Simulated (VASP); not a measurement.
# AlSi2Cl (P-6m2) in VASP: further runs, part 2 of 2

VASP 6.6.1. Earlier steps stand in the parts before.

## (5) Single point, PBE

This run uses another cell than the first one, of 15.62 Å³/atom, 1.064 times its volume.

INCAR

```
SYSTEM = AlSi2Cl
PREC = Accurate
ENCUT = 520
EDIFF = 1E-7
ISMEAR = -1
SIGMA = 0.05
LREAL = .FALSE.
LASPH = .TRUE.
NELM = 80
ALGO = Normal
ISIF = 2
LWAVE = .FALSE.
LCHARG = .FALSE.
GGA = PE
NBANDS = 17
```

KPOINTS

```
regular mesh
0
G
  8 8 6
  0 0 0
```

POSCAR

```
AlSi2Cl
1.0
    3.8028207600      0.0000000000      0.0000000000
   -1.9014103800      3.2933393800      0.0000000000
    0.0000000000      0.0000000000      4.9898621600
Al Si Cl
1 2 1
Direct
    0.6666666700      0.3333333300      0.5000000000
    0.0000000000      0.0000000000      0.7468175900
    0.0000000000      0.0000000000      0.2531824100
    0.3333333300      0.6666666700      0.0000000000
```

Potentials or basis: VASP PAW PBE potentials, release 64 (Al, Si, Cl).

Command:

```console
> cat potpaw_PBE.64/Al/POTCAR potpaw_PBE.64/Si/POTCAR potpaw_PBE.64/Cl/POTCAR > POTCAR
> mpirun -np 1 vasp_std > vasp.out
```

OUTCAR:

```text
SYSTEM = AlSi2Cl
   PREC = Accurate
   ENCUT = 520
   EDIFF = 1E-7
   ISMEAR = -1
   LREAL = .FALSE.
   LASPH = .TRUE.
   NELM = 80
   ISIF = 2
   GGA = PE

 ion  position               nearest neighbor table
   1  0.667  0.333  0.500-   2 2.52   3 2.52   2 2.52   3 2.52   2 2.52   3 2.52
   2  0.000  0.000  0.747-   3 2.46   1 2.52   1 2.52   1 2.52   3 2.53   4 2.53   4 2.53   4 2.53

   3  0.000  0.000  0.253-   2 2.46   1 2.52   1 2.52   1 2.52   2 2.53   4 2.53   4 2.53   4 2.53

   4  0.333  0.667  0.000-   2 2.53   3 2.53   2 2.53   3 2.53   2 2.53   3 2.53

  LATTYP: Found a hexagonal cell.
 ALAT       =     3.8028207600
 C/A-ratio  =     1.3121476070

  Lattice vectors:

 A1 = (   3.8028207600,   0.0000000000,   0.0000000000)
 A2 = (  -1.9014103800,   3.2933393800,   0.0000000000)
 A3 = (   0.0000000000,   0.0000000000,   4.9898621600)

Analysis of symmetry for initial positions (statically):
=====================================================================
 Subroutine PRICEL returns:
 Original cell was already a primitive cell.

 Routine SETGRP: Setting up the symmetry group for a
 hexagonal supercell.

 Subroutine GETGRP returns: Found 12 space group operations
 (whereof 12 operations were pure point group operations)
 out of a pool of 24 trial point group operations.

The static configuration has the point symmetry D_3h.

Analysis of symmetry for dynamics (positions and initial velocities):
=====================================================================
 Subroutine PRICEL returns:
 Original cell was already a primitive cell.

 Routine SETGRP: Setting up the symmetry group for a
 hexagonal supercell.

 Subroutine GETGRP returns: Found 12 space group operations
 (whereof 12 operations were pure point group operations)
 out of a pool of 24 trial point group operations.

The dynamic configuration has the point symmetry D_3h.
[... 115 lines left out ...]
   NUPDOWN=      -1.0000    fix difference up-down
   EMIN   =  10.00;   EMAX   =-10.00  energy-range for DOS
   EFERMI =   0.00;   METHOD = LEGACY
   ISMEAR =    -1;   SIGMA  =   0.05  broadening in eV -4-tet -1-fermi 0-gaus
   EFERMI_NEDOS =   21; number of points for ismear=-14 and -15
   IALGO  =     38    algorithm
   IMIX   =      4    mixing-type and parameters
     AMIX     =   0.40;   BMIX     =  1.00
     AMIX_MAG =   1.60;   BMIX_MAG =  1.00
  volume/ion in A,a.u.               =      15.62       105.43
  Fermi-wavevector in a.u.,A,eV,Ry     =   1.081157  2.043090 15.903852  1.168900
  Thomas-Fermi vector in A             =   2.217166
   LORBIT       =      0    0 simple, 1 ext, 2 COOP (PROOUT), +10 PAW based schemes
   GGA     = PE    functional components
   LHFCALC =     F    Hartree Fock is set to
   AEXX    =    0.0000 exact exchange contribution
   IVDW    =     0    specifies the selected vdW correction
   LEPSILON=     F    determine dielectric tensor
   LRPA    =     F    only Hartree local field effects (RPA)
 non-spin polarized calculation
  energy-cutoff  :      520.00
  volume of cell :       62.49
 maximum number of plane-waves:      1698
   NGX = 15   NGY = 15   NGZ = 19

 number of electron      18.0000000 magnetization

 Free energy of the ion-electron system (eV)
  ---------------------------------------------------
  ext. energy  EPLUGINS =         0.00000000
  ---------------------------------------------------
  free energy    TOTEN  =       -13.91910217 eV

  energy without entropy =      -13.91104044  energy(sigma->0) =      -13.91507130

 E-fermi :   8.2843     XC(G=0): -10.6213

 val. band max:        8.1986750735   @ k =   0.2500   0.2500   0.3333
 cond. band min:       8.3154988244   @ k =   0.3750   0.2500   0.0000
 fundamental gap:      0.1168237509
 Fermi energy:         8.2842818779

 k-point     1 :       0.0000    0.0000    0.0000
  band No.  band energies     occupation
      1      -9.7950      2.00000
      2      -1.8676      2.00000
      3      -0.2066      2.00000
      4       2.6652      2.00000
      5       2.6652      2.00000
      6       4.5900      2.00000
[... 457 lines left out ...]
      4       1.9555      2.00000
      5       1.9846      2.00000
      6       4.0051      2.00000
[... 9 lines left out ...]
     16      16.2745      0.00000
     17      16.8994      0.00000

 [... further k-points ...]
[... 5 lines left out ...]
  --------------------------------------------------------------------------------------
  -------------------------------------------------------------------------------------
  Total        9.4564126      9.4564126      6.0030557      0.0000000      0.0000000      0.0000000
  in kB      242.4410214    242.4410208    153.9047628      0.0000000      0.0000000      0.0000000
  external PRESSURE =     212.9289350 kB  Pullay stress =       0.0000000 kB

 VOLUME and BASIS-vectors are now :
 -----------------------------------------------------------------------------
  energy-cutoff  :      520.00
  volume of cell :       62.49
      direct lattice vectors                 reciprocal lattice vectors
     3.802820760  0.000000000  0.000000000     0.262962696  0.151821584  0.000000000
    -1.901410380  3.293339380  0.000000000     0.000000000  0.303643167  0.000000000
     0.000000000  0.000000000  4.989862160     0.000000000  0.000000000  0.200406337

 POSITION                                       TOTAL-FORCE (eV/Angst)
 -----------------------------------------------------------------------------------
      1.90141      1.09778      2.49493         0.000000     -0.000000      0.000000
      0.00000      0.00000      3.72652         0.000000     -0.000000     -0.875116
      0.00000      0.00000      1.26335         0.000000     -0.000000      0.875116
     -0.00000      2.19556      0.00000        -0.000000      0.000000      0.000000
 -----------------------------------------------------------------------------------
    total drift:                                0.000019     -0.000011     -0.000000

  FREE ENERGIE OF THE ION-ELECTRON SYSTEM (eV)
  ---------------------------------------------------
  free  energy   TOTEN  =       -13.9191021728 eV

  energy  without entropy=      -13.9110404359  energy(sigma->0) =      -13.91507130
```

Run time: 20 s. Hardware: 1 thread of Intel Xeon 6975P-C (Granite Rapids), shared host; peak memory 0.19 GiB.

What came out:

| Item | Value |
| --- | --- |
| Free energy | -13.9191 eV |
| Pressure | 21.3 GPa |
| Largest force | 0.875 eV/Å |
| Band gap on the k mesh | zero (band 9 reaches 8.68 eV, above the bottom of band 10 at 7.89 eV) |

Forces on the atoms (eV/Å):
```
Al   0.000  0.000  0.000
Si   0.000  0.000 -0.875
Si   0.000  0.000  0.875
Cl   0.000  0.000  0.000
```

## (6) Single point, PBE (volume scaled by 1.02)

INCAR

```
ALGO = Normal
EDIFF = 1E-6
ENCUT = 520
GGA = PE
ISIF = 2
ISMEAR = -1
LASPH = True
LCHARG = False
LREAL = False
LWAVE = False
NBANDS = 17
NELM = 100
PREC = Accurate
SIGMA = 0.05
```

KPOINTS

```
k-points
0
Gamma
  8 8 6
```

POSCAR

```
AlSi2Cl
1.0
    3.8280057374      0.0000000000      0.0000000000
   -1.9140028687      3.3151502102      0.0000000000
    0.0000000000      0.0000000000      5.0229085678
Al Si Cl
1 2 1
Direct
    0.6666666700      0.3333333300      0.5000000000
    0.0000000000      0.0000000000      0.7468175900
    0.0000000000      0.0000000000      0.2531824100
    0.3333333300      0.6666666700      0.0000000000
```

Potentials or basis: VASP PAW PBE potentials, release 64 (Al, Si, Cl).

Command:

```console
> cat potpaw_PBE.64/Al/POTCAR potpaw_PBE.64/Si/POTCAR potpaw_PBE.64/Cl/POTCAR > POTCAR
> mpirun -np 1 vasp_std > vasp.out
```

It took 20 s on 1 thread of Intel Xeon 6975P-C (Granite Rapids), shared host; peak memory 0.19 GiB.

It converged, with:

- Free energy: -14.0753 eV
- Pressure: 18.7 GPa
- Largest force: 0.892 eV/Å
- Band gap on the k mesh: zero (band 9 reaches 8.42 eV, above the bottom of band 10 at 7.66 eV)

Forces on the atoms (eV/Å):
```
Al   0.000  0.000  0.000
Si   0.000  0.000 -0.892
Si   0.000  0.000  0.892
Cl   0.000  0.000  0.000
```

Stress tensor (GPa, compression positive):
```
21.69  0.00  0.00
 0.00 21.69  0.00
 0.00  0.00 12.74
```

Levels at points of the mesh, in eV from the Fermi level:
```tsv
k point	band 7	band 8	band 9	band 10	band 11	band 12
(0.00, 0.00, 0.00)	-0.76	-0.62	-0.62	2.29	3.22	3.22
(0.50, 0.00, 0.00)	-4.19	-1.08	-0.35	0.80	1.51	2.23
(0.00, 0.00, 0.50)	-0.11	-0.11	-0.05	1.27	1.27	3.12
(0.50, 0.00, 0.50)	-3.13	-1.77	0.10	2.12	2.30	2.87
```

Caveat: the cell differs from its parent crystal (volume scaled by 1.02).

## (7) The runs side by side

```csv
cell,gap on the mesh (eV),pressure (GPa),largest force (eV/Å)
"a = 3.725, b = 3.725, c = 4.888 Å, angles 90.0, 90.0, 120.0°, 4 atoms",none,30.6,0.82
"a = 3.751, b = 3.751, c = 4.922 Å, angles 90.0, 90.0, 120.0°, 4 atoms",none,27.2,0.84
"a = 3.777, b = 3.777, c = 4.956 Å, angles 90.0, 90.0, 120.0°, 4 atoms",none,24.1,0.86
"a = 3.803, b = 3.803, c = 4.990 Å, angles 90.0, 90.0, 120.0°, 4 atoms",none,21.3,0.88
"a = 3.828, b = 3.828, c = 5.023 Å, angles 90.0, 90.0, 120.0°, 4 atoms",none,18.7,0.89
```

Alike in all rows: task single point; level PBE; potentials or basis VASP PAW PBE potentials, release 64 (Al, Si, Cl); no spin polarisation; k mesh 8 × 8 × 6; cutoff (eV) 520; smearing fermi-dirac 0.05 eV.

Absolute energies hang on the potentials; compare differences alone.
